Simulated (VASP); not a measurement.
# AlN (Fm-3m) in VASP: notebook

AlN is run at these levels: LDA; tasks: single point.

Everything below comes from runs of VASP 6.6.1. Logs are shortened: lines on timing, memory, paths and dates and some standing lists are left out, and cuts for length are marked.

## Step 1: The cell of the first run

The structure is cubic, space group Fm-3m (No. 225). The conventional cell has a = 4.010 Å, b = 4.010 Å, c = 4.010 Å, α = 90.00°, β = 90.00°, γ = 90.00°. Al (site symmetry m-3m) has 6 N at 2.01 Å within 2.7 Å. Within 2.7 Å of N (site symmetry m-3m) lie 6 Al at 2.01 Å.

## Step 2: Single point, LDA

The input, INCAR:

```
PREC = Accurate
ENCUT = 600
EDIFF = 1E-6
ISMEAR = 0
SIGMA = 0.1
LREAL = F
LASPH = T
NELM = 120
ALGO = Normal
ISIF = 2
LWAVE = F
LCHARG = T
GGA = CA
LELF = T
LVHAR = T
NBANDS = 11
GGA_COMPAT = F
```

The input, KPOINTS:

```
Automatic mesh
0
Gamma
  8 8 8
```

The input, POSCAR:

```
AlN
1.0
    0.0000000000      2.0052123020      2.0052123020
    2.0052123020      0.0000000000      2.0052123020
    2.0052123020      2.0052123020      0.0000000000
Al N
1 1
Direct
    0.5000000000      0.5000000000      0.5000000000
    0.0000000000      0.0000000000      0.0000000000
```

Potentials or basis: VASP PAW LDA potentials, release 64 (Al, N).

On the command line:

```bash
$ cat potpaw_LDA.64/Al/POTCAR potpaw_LDA.64/N/POTCAR > POTCAR
$ mpirun -np 1 vasp_std > vasp.out
```

OUTCAR:

```text
PREC = Accurate
   ENCUT = 600
   EDIFF = 1E-6
   ISMEAR = 0
   LREAL = F
   LASPH = T
   NELM = 120
   ISIF = 2
   GGA = CA

 ion  position               nearest neighbor table
   1  0.500  0.500  0.500-   2 2.01   2 2.01   2 2.01   2 2.01   2 2.01   2 2.01
   2  0.000  0.000  0.000-   1 2.01   1 2.01   1 2.01   1 2.01   1 2.01   1 2.01

  LATTYP: Found a face centered cubic cell.
 ALAT       =     4.0104246040

  Lattice vectors:

 A1 = (   0.0000000000,   2.0052123020,   2.0052123020)
 A2 = (   2.0052123020,   0.0000000000,   2.0052123020)
 A3 = (   2.0052123020,   2.0052123020,   0.0000000000)

Analysis of symmetry for initial positions (statically):
=====================================================================
 Subroutine PRICEL returns:
 Original cell was already a primitive cell.

 Routine SETGRP: Setting up the symmetry group for a
 face centered cubic supercell.

 Subroutine GETGRP returns: Found 48 space group operations
 (whereof 48 operations were pure point group operations)
 out of a pool of 48 trial point group operations.

The static configuration has the point symmetry O_h .

Analysis of symmetry for dynamics (positions and initial velocities):
=====================================================================
 Subroutine PRICEL returns:
 Original cell was already a primitive cell.

 Routine SETGRP: Setting up the symmetry group for a
 face centered cubic supercell.

 Subroutine GETGRP returns: Found 48 space group operations
 (whereof 48 operations were pure point group operations)
 out of a pool of 48 trial point group operations.

The dynamic configuration has the point symmetry O_h .

 Subroutine INISYM returns: Found 48 space group operations
 (whereof 48 operations are pure point group operations),
 and found     1 'primitive' translations

----------------------------------------------------------------------------------------

                                     Primitive cell

  volume of cell :      16.1254

  direct lattice vectors                    reciprocal lattice vectors
     0.000000000  2.005212302  2.005212302    -0.249350156  0.249350156  0.249350156
     2.005212302  0.000000000  2.005212302     0.249350156 -0.249350156  0.249350156
     2.005212302  2.005212302  0.000000000     0.249350156  0.249350156 -0.249350156

  length of vectors
     2.835798433  2.835798433  2.835798433     0.431887139  0.431887139  0.431887139

  position of ions in fractional coordinates (direct lattice)
     0.500000000  0.500000000  0.500000000
     0.000000000  0.000000000  0.000000000

  ion indices of the primitive-cell ions
   primitive index   ion index
                 1           1
                 2           2

----------------------------------------------------------------------------------------

 KPOINTS: Automatic mesh

Automatic generation of k-mesh.
 Grid dimensions read from file:
 generate k-points for:    8    8    8

 Generating k-lattice:

  Cartesian coordinates                     Fractional coordinates (reciprocal lattice)
    -0.031168769  0.031168769  0.031168769     0.125000000  0.000000000  0.000000000
     0.031168769 -0.031168769  0.031168769     0.000000000  0.125000000  0.000000000
     0.031168769  0.031168769 -0.031168769     0.000000000  0.000000000  0.125000000

  Length of vectors
     0.053985892  0.053985892  0.053985892

  Shift w.r.t. Gamma in fractional coordinates (k-lattice)
     0.000000000  0.000000000  0.000000000

 Subroutine IBZKPT returns following result:
 ===========================================

 Found     29 irreducible k-points:

 Following reciprocal coordinates:
            Coordinates               Weight
  0.000000  0.000000  0.000000      1.000000
  0.125000  0.000000  0.000000      8.000000
  0.250000  0.000000  0.000000      8.000000
  0.375000  0.000000  0.000000      8.000000
  0.500000  0.000000  0.000000      4.000000
  0.125000  0.125000  0.000000      6.000000
[... 16 lines left out ...]
  0.500000  0.250000  0.125000     48.000000
 -0.375000  0.250000  0.125000     24.000000
 [... further k-points ...]
   k-points           NKPTS =     29   k-points in BZ     NKDIM =     29   number of bands    NBANDS=     11
   number of dos      NEDOS =    301   number of ions     NIONS =      2
   total plane-waves  NPLWV =  13824
   dimension x,y,z NGX =    24 NGY =   24 NGZ =   24
   dimension x,y,z NGXF=    48 NGYF=   48 NGZF=   48
   ions per type =               1   1
   NGX,Y,Z   is equivalent  to a cutoff of  14.07, 14.07, 14.07 a.u.
   NGXF,Y,Z  is equivalent  to a cutoff of  28.14, 28.14, 28.14 a.u.
 SYSTEM =  unknown system
   PREC   = accura    normal or accurate (medium, high low for compatibility)
   ISTART =      0    job   : 0-new  1-cont  2-samecut
   ICHARG =      2    charge: 1-file 2-atom 10-const
   ISPIN  =      1    spin polarized calculation?
   LNONCOLLINEAR =      F non collinear calculations
   LSORBIT =      F    spin-orbit coupling
   LASPH  =      T    aspherical Exc in radial PAW
   ENCUT  =  600.0 eV  44.10 Ry    6.64 a.u.   5.66  5.66  5.66*2*pi/ulx,y,z
   NELM   =    120;   NELMIN=  2; NELMDL= -5     # of ELM steps
   EDIFF  = 0.1E-05   stopping-criterion for ELM
   LREAL  =      F    real-space projection
   EDIFFG = 0.1E-04   stopping-criterion for IOM
   NSW    =      0    number of steps for IOM
   IBRION =     -1    ionic relax: 0-MD 1-quasi-New 2-CG
   NFREE  =      0    steps in history (QN), initial steepest desc. (CG)
   ISIF   =      2    stress and relaxation
   ISYM   =      2    0-nonsym 1-usesym 2-fastsym
   POTIM  = 0.5000    time-step for ionic-motion
   TEBEG  =    0.0;   TEEND  =   0.0 temperature during run
   PSTRESS=    0.0 pullay stress
   NELECT =       8.0000    total number of electrons
   NUPDOWN=      -1.0000    fix difference up-down
   EMIN   =  10.00;   EMAX   =-10.00  energy-range for DOS
   EFERMI =   0.00;   METHOD = LEGACY
   ISMEAR =     0;   SIGMA  =   0.10  broadening in eV -4-tet -1-fermi 0-gaus
   EFERMI_NEDOS =   21; number of points for ismear=-14 and -15
   IALGO  =     38    algorithm
   IMIX   =      4    mixing-type and parameters
     AMIX     =   0.40;   BMIX     =  1.00
     AMIX_MAG =   1.60;   BMIX_MAG =  1.00
  volume/ion in A,a.u.               =       8.06        54.41
  Fermi-wavevector in a.u.,A,eV,Ry     =   1.295988  2.449063 22.852156  1.679586
  Thomas-Fermi vector in A             =   2.427473
   LORBIT       =      0    0 simple, 1 ext, 2 COOP (PROOUT), +10 PAW based schemes
   GGA     = CA    functional components
   LHFCALC =     F    Hartree Fock is set to
   AEXX    =    0.0000 exact exchange contribution
   IVDW    =     0    specifies the selected vdW correction
   LEPSILON=     F    determine dielectric tensor
   LRPA    =     F    only Hartree local field effects (RPA)
 non-spin polarized calculation
 Gauss-broadening in eV      SIGMA  =   0.10
  energy-cutoff  :      600.00
  volume of cell :       16.13
 maximum number of plane-waves:       553
   NGX = 11   NGY = 11   NGZ = 11

 number of electron       8.0000000 magnetization

 Free energy of the ion-electron system (eV)
  ---------------------------------------------------
  ext. energy  EPLUGINS =         0.00000000
  ---------------------------------------------------
  free energy    TOTEN  =       -16.23090240 eV

  energy without entropy =      -16.23090240  energy(sigma->0) =      -16.23090240

 E-fermi :  10.5738     XC(G=0): -12.6888

 val. band max:       10.0328841844   @ k =   0.0000   0.0000   0.0000
 cond. band min:      14.7301846796   @ k =   0.5000   0.5000   0.0000
 fundamental gap:      4.6973004952
 Fermi energy:        10.5738422139

 k-point     1 :       0.0000    0.0000    0.0000
  band No.  band energies     occupation
      1      -7.6011      2.00000
      2      10.0329      2.00000
      3      10.0329      2.00000
      4      10.0329      2.00000
      5      16.1628      0.00000
      6      22.1308      0.00000
      7      22.1308      0.00000
      8      22.1308      0.00000
      9      27.4217      0.00000
     10      27.8434      0.00000
     11      27.8434      0.00000

 k-point     2 :       0.1250    0.0000    0.0000
  band No.  band energies     occupation
      1      -7.2707      2.00000
      2       8.5450      2.00000
      3       9.8381      2.00000
      4       9.8381      2.00000
      5      16.9592      0.00000
      6      21.0003      0.00000
      7      22.5678      0.00000
      8      22.5678      0.00000
      9      25.9302      0.00000
     10      25.9302      0.00000
     11      28.2882      0.00000

 k-point     3 :       0.2500    0.0000    0.0000
  band No.  band energies     occupation
      1      -6.3268      2.00000
      2       5.6558      2.00000
      3       9.4161      2.00000
      4       9.4161      2.00000
      5      17.1327      0.00000
      6      21.2792      0.00000
      7      22.3488      0.00000
      8      22.3488      0.00000
      9      26.2326      0.00000
     10      26.2326      0.00000
     11      27.2828      0.00000

 k-point     4 :       0.3750    0.0000    0.0000
  band No.  band energies     occupation
      1      -4.9943      2.00000
      2       2.8772      2.00000
      3       9.0464      2.00000
      4       9.0464      2.00000
      5      16.5503      0.00000
      6      21.4058      0.00000
      7      21.4058      0.00000
      8      22.8269      0.00000
      9      26.4195      0.00000
     10      28.8461      0.00000
     11      28.8461      0.00000
[... 239 lines left out ...]
 k-point    22 :       0.3750    0.2500    0.1250
  band No.  band energies     occupation
      1      -5.5445      2.00000
      2       5.2912      2.00000
      3       7.3884      2.00000
      4       8.8085      2.00000
      5      18.7992      0.00000
      6      18.9123      0.00000
      7      20.3685      0.00000
      8      23.9721      0.00000
      9      25.2504      0.00000
     10      29.6756      0.00000
     11      31.6160      0.00000

 k-point    23 :       0.5000    0.2500    0.1250
  band No.  band energies     occupation
      1      -4.3414      2.00000
      2       3.4650      2.00000
      3       6.4556      2.00000
      4       8.2558      2.00000
      5      18.4545      0.00000
      6      19.2448      0.00000
      7      20.9643      0.00000
      8      23.3733      0.00000
      9      27.0521      0.00000
     10      30.2317      0.00000
     11      32.0621      0.00000

 k-point    24 :      -0.3750    0.2500    0.1250
  band No.  band energies     occupation
      1      -3.6339      2.00000
      2       2.4249      2.00000
      3       6.2365      2.00000
      4       7.9818      2.00000
      5      18.5731      0.00000
      6      18.6260      0.00000
      7      22.4548      0.00000
      8      22.8702      0.00000
      9      28.2736      0.00000
     10      29.1540      0.00000
     11      32.5496      0.00000

 [... further k-points ...]

------------------------ aborting loop because EDIFF is reached ----------------------------------------

  FORCE on cell =-STRESS in cart. coord.  units (eV):
  Direction    XX          YY          ZZ          XY          YZ          ZX
  --------------------------------------------------------------------------------------
  -------------------------------------------------------------------------------------
  Total        0.0634946      0.0634946      0.0634946      0.0000000      0.0000000     -0.0000000
  in kB        6.3086521      6.3086521      6.3086521      0.0000000      0.0000000     -0.0000000
  external PRESSURE =       6.3086521 kB  Pullay stress =       0.0000000 kB

 VOLUME and BASIS-vectors are now :
 -----------------------------------------------------------------------------
  energy-cutoff  :      600.00
  volume of cell :       16.13
      direct lattice vectors                 reciprocal lattice vectors
     0.000000000  2.005212302  2.005212302    -0.249350156  0.249350156  0.249350156
     2.005212302  0.000000000  2.005212302     0.249350156 -0.249350156  0.249350156
     2.005212302  2.005212302  0.000000000     0.249350156  0.249350156 -0.249350156

 POSITION                                       TOTAL-FORCE (eV/Angst)
 -----------------------------------------------------------------------------------
      2.00521      2.00521      2.00521         0.000000      0.000000      0.000000
      0.00000      0.00000      0.00000         0.000000      0.000000      0.000000
 -----------------------------------------------------------------------------------
    total drift:                                0.000000     -0.000000     -0.000000

  FREE ENERGIE OF THE ION-ELECTRON SYSTEM (eV)
  ---------------------------------------------------
  free  energy   TOTEN  =       -16.2309024003 eV

  energy  without entropy=      -16.2309024003  energy(sigma->0) =      -16.23090240
```

Wall time 3.9 s (1 thread of Intel Xeon 6975P-C (Granite Rapids), shared host); peak memory 0.12 GiB.

Results:

```yaml
Free_energy: -16.2309 eV
Pressure: 0.6 GPa
Band_gap_on_the_k_mesh: 4.70 eV (least direct gap 6.13 eV)
```

Levels at points of the mesh, in eV from the valence-band top:
```
           k point  band 1  band 2  band 3  band 4  band 5  band 6  band 7  band 8
(0.00, 0.00, 0.00)  -17.63    0.00    0.00    0.00    6.13   12.10   12.10   12.10
(0.50, 0.00, 0.00)  -14.20   -8.51   -1.13   -1.13    6.28   11.00   11.00   13.49
(0.50, 0.50, 0.00)  -13.15   -7.58   -2.88   -2.88    4.70    5.15   14.19   17.37
```

A k mesh can miss the band edges.

## Step 3: Single point, LDA

The input, INCAR:

```
SYSTEM = AlN
PREC = Accurate ; ENCUT = 600
EDIFF = 1E-6 ; ISMEAR = 0
SIGMA = 0.02 ; LREAL = .False.
LASPH = .True. ; NELM = 120
ALGO = Normal ; ISIF = 2
LWAVE = .False. ; LCHARG = .False.
GGA = CA ; NBANDS = 11
GGA_COMPAT = .False.
```

The input, KPOINTS:

```
Automatic mesh
0
Gamma
  10 10 10
  0 0 0
```

The input, POSCAR:

```
AlN
1.0
    0.0000000000      2.0054623709      2.0054623709
    2.0054623709      0.0000000000      2.0054623709
    2.0054623709      2.0054623709      0.0000000000
Al N
1 1
Direct
    0.5000000000      0.5000000000      0.5000000000
    0.0000000000      0.0000000000      0.0000000000
```

Potentials or basis: VASP PAW LDA potentials, release 64 (Al, N).

On the command line:

```bash
$ cat potpaw_LDA.64/Al/POTCAR potpaw_LDA.64/N/POTCAR > POTCAR
$ mpirun -np 1 vasp_std > vasp.out
```

Wall time 5.3 s (1 thread of Intel Xeon 6975P-C (Granite Rapids), shared host); peak memory 0.12 GiB.

The run converged. Its results:

| Quantity | Value |
| --- | --- |
| Free energy | -16.2313 eV |
| Pressure | 0.5 GPa |
| Band gap on the k mesh | 4.69 eV (least direct gap 6.12 eV) |

Levels at points of the mesh, in eV from the valence-band top:
| k point | band 2 | band 3 | band 4 | band 5 | band 6 | band 7 |
| --- | --- | --- | --- | --- | --- | --- |
| (0.00, 0.00, 0.00) | 0.00 | 0.00 | 0.00 | 6.12 | 12.10 | 12.10 |
| (0.50, 0.00, 0.00) | -8.50 | -1.13 | -1.13 | 6.28 | 11.00 | 11.00 |
| (0.50, 0.50, 0.00) | -7.58 | -2.88 | -2.88 | 4.69 | 5.15 | 14.19 |
